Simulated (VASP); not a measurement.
# Zr (Fm-3m) in VASP: notebook

The runs below take Zr through relaxation of cell and atoms, with PBE.

Program: VASP 6.6.1. These are calculated values, not measurements. Logs are shortened: lines on timing, memory, paths and dates and some standing lists are left out, and cuts for length are marked.

## (1) The cell of the first run

It takes space group Fm-3m (No. 225, cubic). Conventional cell: a = 4.326 Å, b = 4.326 Å, c = 4.326 Å, α = 90.00°, β = 90.00°, γ = 90.00°. Zr (site symmetry m-3m) has 12 Zr at 3.06 Å within 4.0 Å.

This isn't the form of Zr at room conditions, which is hcp.

## (2) Relaxation of cell and atoms, PBE, target pressure 15 GPa, at which the enthalpy is minimised

Contents of INCAR:

```
ALGO     = Normal         # electronic algorithm
EDIFF    = 1E-7           # SCF threshold, eV
EDIFFG   = -0.008         # ionic threshold
ENCUT    = 600            # plane-wave cutoff, eV
GGA      = PE             # functional
IBRION   = 2              # ionic algorithm
ISIF     = 3              # what is computed and relaxed
ISMEAR   = 0              # smearing method
LASPH    = True           # aspherical terms in the spheres
LCHARG   = False          # write CHGCAR
LREAL    = False          # projectors in reciprocal space
LWAVE    = False          # write WAVECAR
NELM     = 80             # most SCF steps
NSW      = 70             # ionic steps
PREC     = Accurate       # precision mode
PSTRESS  = 150.0        
SIGMA    = 0.1            # smearing width, eV
```

Contents of KPOINTS:

```
k-points
0
Gamma
  16 16 16
```

Contents of POSCAR:

```
Zr
1.0
    0.0000000000      2.1631492284      2.1631492284
    2.1631492284      0.0000000000      2.1631492284
    2.1631492284      2.1631492284      0.0000000000
Zr
1
Direct
    0.0000000000      0.0000000000      0.0000000000
```

Potentials or basis: VASP PAW PBE potentials, release 64 (Zr_sv).

On the command line:

```sh
cat potpaw_PBE.64/Zr_sv/POTCAR > POTCAR
mpirun -np 1 vasp_std > vasp.out
```

OUTCAR:

```text
EDIFF = 1E-7
   EDIFFG = -0.008
   ENCUT = 600
   GGA = PE
   IBRION = 2
   ISIF = 3
   ISMEAR = 0
   LASPH = True
   LREAL = False
   NELM = 80
   NSW = 70
   PREC = Accurate
   PSTRESS = 150.0

 ion  position               nearest neighbor table
   1  0.000  0.000  0.000-

  LATTYP: Found a face centered cubic cell.
 ALAT       =     4.3262984568

  Lattice vectors:

 A1 = (   0.0000000000,   2.1631492284,   2.1631492284)
 A2 = (   2.1631492284,   0.0000000000,   2.1631492284)
 A3 = (   2.1631492284,   2.1631492284,   0.0000000000)

Analysis of symmetry for initial positions (statically):
=====================================================================
 Subroutine PRICEL returns:
 Original cell was already a primitive cell.

 Routine SETGRP: Setting up the symmetry group for a
 face centered cubic supercell.

 Subroutine GETGRP returns: Found 48 space group operations
 (whereof 48 operations were pure point group operations)
 out of a pool of 48 trial point group operations.

The static configuration has the point symmetry O_h .

Analysis of symmetry for dynamics (positions and initial velocities):
=====================================================================
 Subroutine PRICEL returns:
 Original cell was already a primitive cell.

 Routine SETGRP: Setting up the symmetry group for a
 face centered cubic supercell.

 Subroutine GETGRP returns: Found 48 space group operations
 (whereof 48 operations were pure point group operations)
 out of a pool of 48 trial point group operations.

The dynamic configuration has the point symmetry O_h .

 Subroutine INISYM returns: Found 48 space group operations
 (whereof 48 operations are pure point group operations),
 and found     1 'primitive' translations

----------------------------------------------------------------------------------------

                                     Primitive cell

  volume of cell :      20.2437

  direct lattice vectors                    reciprocal lattice vectors
     0.000000000  2.163149228  2.163149228    -0.231144478  0.231144478  0.231144478
     2.163149228  0.000000000  2.163149228     0.231144478 -0.231144478  0.231144478
     2.163149228  2.163149228  0.000000000     0.231144478  0.231144478 -0.231144478

  length of vectors
     3.059154976  3.059154976  3.059154976     0.400353980  0.400353980  0.400353980

  position of ions in fractional coordinates (direct lattice)
     0.000000000  0.000000000  0.000000000

  ion indices of the primitive-cell ions
   primitive index   ion index
                 1           1

----------------------------------------------------------------------------------------

 KPOINTS: k-points

Automatic generation of k-mesh.
 Grid dimensions read from file:
 generate k-points for:   16   16   16

 Generating k-lattice:

  Cartesian coordinates                     Fractional coordinates (reciprocal lattice)
    -0.014446530  0.014446530  0.014446530     0.062500000  0.000000000  0.000000000
     0.014446530 -0.014446530  0.014446530     0.000000000  0.062500000  0.000000000
     0.014446530  0.014446530 -0.014446530     0.000000000  0.000000000  0.062500000

  Length of vectors
     0.025022124  0.025022124  0.025022124

  Shift w.r.t. Gamma in fractional coordinates (k-lattice)
     0.000000000  0.000000000  0.000000000

 Subroutine IBZKPT returns following result:
 ===========================================

 Found    145 irreducible k-points:

 Following reciprocal coordinates:
            Coordinates               Weight
  0.000000  0.000000  0.000000      1.000000
  0.062500  0.000000  0.000000      8.000000
  0.125000  0.000000  0.000000      8.000000
  0.187500  0.000000  0.000000      8.000000
  0.250000  0.000000  0.000000      8.000000
  0.312500  0.000000  0.000000      8.000000
[... 16 lines left out ...]
 -0.125000  0.062500  0.000000     24.000000
 -0.062500  0.062500  0.000000     12.000000
 [... further k-points ...]
   k-points           NKPTS =    145   k-points in BZ     NKDIM =    145   number of bands    NBANDS=     10
   number of dos      NEDOS =    301   number of ions     NIONS =      1
   total plane-waves  NPLWV =  13824
   dimension x,y,z NGX =    24 NGY =   24 NGZ =   24
   dimension x,y,z NGXF=    48 NGYF=   48 NGZF=   48
   ions per type =               1
   NGX,Y,Z   is equivalent  to a cutoff of  13.04, 13.04, 13.04 a.u.
   NGXF,Y,Z  is equivalent  to a cutoff of  26.08, 26.08, 26.08 a.u.
 SYSTEM =  unknown system
   PREC   = accura    normal or accurate (medium, high low for compatibility)
   ISTART =      0    job   : 0-new  1-cont  2-samecut
   ICHARG =      2    charge: 1-file 2-atom 10-const
   ISPIN  =      1    spin polarized calculation?
   LNONCOLLINEAR =      F non collinear calculations
   LSORBIT =      F    spin-orbit coupling
   LASPH  =      T    aspherical Exc in radial PAW
   ENCUT  =  600.0 eV  44.10 Ry    6.64 a.u.   6.11  6.11  6.11*2*pi/ulx,y,z
   NELM   =     80;   NELMIN=  2; NELMDL= -5     # of ELM steps
   EDIFF  = 0.1E-06   stopping-criterion for ELM
   LREAL  =      F    real-space projection
   EDIFFG = -.8E-02   stopping-criterion for IOM
   NSW    =     70    number of steps for IOM
   IBRION =      2    ionic relax: 0-MD 1-quasi-New 2-CG
   NFREE  =      1    steps in history (QN), initial steepest desc. (CG)
   ISIF   =      3    stress and relaxation
   ISYM   =      2    0-nonsym 1-usesym 2-fastsym
   POTIM  = 0.5000    time-step for ionic-motion
   TEBEG  =    0.0;   TEEND  =   0.0 temperature during run
   PSTRESS=  150.0 pullay stress
   NELECT =      12.0000    total number of electrons
   NUPDOWN=      -1.0000    fix difference up-down
   EMIN   =  10.00;   EMAX   =-10.00  energy-range for DOS
   EFERMI =   0.00;   METHOD = LEGACY
   ISMEAR =     0;   SIGMA  =   0.10  broadening in eV -4-tet -1-fermi 0-gaus
   EFERMI_NEDOS =   21; number of points for ismear=-14 and -15
   IALGO  =     38    algorithm
   IMIX   =      4    mixing-type and parameters
     AMIX     =   0.40;   BMIX     =  1.00
     AMIX_MAG =   1.60;   BMIX_MAG =  1.00
  volume/ion in A,a.u.               =      20.24       136.61
  Fermi-wavevector in a.u.,A,eV,Ry     =   1.375220  2.598788 25.731738  1.891229
  Thomas-Fermi vector in A             =   2.500575
   LORBIT       =      0    0 simple, 1 ext, 2 COOP (PROOUT), +10 PAW based schemes
   GGA     = PE    functional components
   LHFCALC =     F    Hartree Fock is set to
   AEXX    =    0.0000 exact exchange contribution
   IVDW    =     0    specifies the selected vdW correction
   LEPSILON=     F    determine dielectric tensor
   LRPA    =     F    only Hartree local field effects (RPA)
 conjugate gradient relaxation of ions
 non-spin polarized calculation
 Gauss-broadening in eV      SIGMA  =   0.10
  energy-cutoff  :      600.00
  volume of cell :       20.24
 maximum number of plane-waves:       692
   NGX = 13   NGY = 13   NGZ = 13

--------------------------------------- Ionic step        1  -------------------------------------------

 number of electron      12.0000000 magnetization

 Free energy of the ion-electron system (eV)
  ---------------------------------------------------
  ext. energy  EPLUGINS =         0.00000000
  ---------------------------------------------------
  free energy    TOTEN  =        -8.35482327 eV

  energy without entropy =       -8.34792947  energy(sigma->0) =       -8.35137637

------------------------ aborting loop because EDIFF is reached ----------------------------------------

  FORCE on cell =-STRESS in cart. coord.  units (eV):
  Direction    XX          YY          ZZ          XY          YZ          ZX
  --------------------------------------------------------------------------------------
  -------------------------------------------------------------------------------------
  Total        1.9379966      1.9379966      1.9379966      0.0000000      0.0000000      0.0000000
  in kB      153.3819141    153.3819141    153.3819141      0.0000000      0.0000000      0.0000000
  external PRESSURE =       3.3819141 kB  Pullay stress =     150.0000000 kB
[... 59 lines left out ...]
  enthalpy is  TOTEN    =        -6.4594896167 eV   P V=        1.9070109146

--------------------------------------- Ionic step        3  -------------------------------------------

 number of electron      12.0000000 magnetization

 Free energy of the ion-electron system (eV)
  ---------------------------------------------------
  ext. energy  EPLUGINS =         0.00000000
  ---------------------------------------------------
  free energy    TOTEN  =        -8.35952132 eV

  energy without entropy =       -8.35258947  energy(sigma->0) =       -8.35605539

 E-fermi :  10.5375     XC(G=0): -11.7222

 val. band max:       10.4939447085   @ k =   0.2500   0.0000   0.0000
 cond. band min:      10.5602531868   @ k =  -0.3125   0.1875   0.0000
 fundamental gap:      0.0663084783
 Fermi energy:        10.5374846242

 k-point     1 :       0.0000    0.0000    0.0000
  band No.  band energies     occupation
      1     -37.9825      2.00000
      2     -15.2550      2.00000
      3     -15.2550      2.00000
      4     -15.2550      2.00000
      5       4.7629      2.00000
      6      11.5038      0.00000
      7      11.5038      0.00000
      8      11.5038      0.00000
      9      14.3825      0.00000
     10      14.3825      0.00000
[... 287 lines left out ...]
 k-point    24 :      -0.0625    0.0625    0.0000
  band No.  band energies     occupation
      1     -37.9586      2.00000
      2     -15.4019      2.00000
      3     -15.2966      2.00000
      4     -15.2640      2.00000
      5       5.1507      2.00000
      6      11.1369      0.00000
      7      11.6735      0.00000
      8      11.7119      0.00000
      9      14.0236      0.00000
     10      14.3670      0.00000

 [... further k-points ...]

------------------------ aborting loop because EDIFF is reached ----------------------------------------

  FORCE on cell =-STRESS in cart. coord.  units (eV):
  Direction    XX          YY          ZZ          XY          YZ          ZX
  --------------------------------------------------------------------------------------
  -------------------------------------------------------------------------------------
  Total        1.9002733      1.9002733      1.9002733      0.0000000      0.0000000      0.0000000
  in kB      150.0285597    150.0285597    150.0285597      0.0000000      0.0000000      0.0000000
  external PRESSURE =       0.0285597 kB  Pullay stress =     150.0000000 kB
[... 16 lines left out ...]
  FREE ENERGIE OF THE ION-ELECTRON SYSTEM (eV)
  ---------------------------------------------------
  free  energy   TOTEN  =        -8.3595213193 eV

  energy  without entropy=       -8.3525894699  energy(sigma->0) =       -8.35605539

  enthalpy is  TOTEN    =        -6.4596097339 eV   P V=        1.8999115854

 reached required accuracy - stopping structural energy minimisation
```

It took 68 s on 1 thread of Intel Xeon 8259CL, shared host; peak memory 0.17 GiB.

What came out:

- Free energy: -8.3595 eV
- Relaxed volume: 20.29 Å³/atom
- Relaxed cell: a = 3.062 Å, b = 3.062 Å, c = 3.062 Å, α = 60.00°, β = 60.00°, γ = 60.00°
- Space group after relaxing (to 0.1 Å): Fm-3m (No. 225)
- Energy change on relaxing (the run minimises the enthalpy): -4.7 meV/atom
- Ionic steps: 3
- Pressure after relaxing: 15.0 GPa
- Band gap on the k mesh: zero (bands 6 and 7 overlap by 1.43 eV)

The path:
```
step  energy change (eV)  largest force (eV/Å)  pressure (GPa)  volume (Å³)
   1              0.0000                0.0000           15.34        20.24
   2             -0.0117                0.0000           14.50        20.37
   3             -0.0047                0.0000           15.00        20.29
```

Final structure:
```
Zr
1.0
     0.00000    2.16492    2.16492
     2.16492    0.00000    2.16492
     2.16492    2.16492    0.00000
Zr
1
Direct
  0.00000 0.00000 0.00000
```

Levels at points of the mesh, in eV from the Fermi level:
```csv
k point,band 4,band 5,band 6,band 7,band 8,band 9
"(0.00, 0.00, 0.00)",-25.79,-5.77,0.97,0.97,0.97,3.85
"(0.50, 0.00, 0.00)",-25.98,-3.33,0.74,0.74,1.66,6.00
"(0.50, 0.50, 0.00)",-26.31,-3.59,-2.73,3.84,6.01,6.62
```

Caveat: the cell is relaxed towards a set pressure, so the run minimises the enthalpy, not the energy.

[end of part 1 of 2]
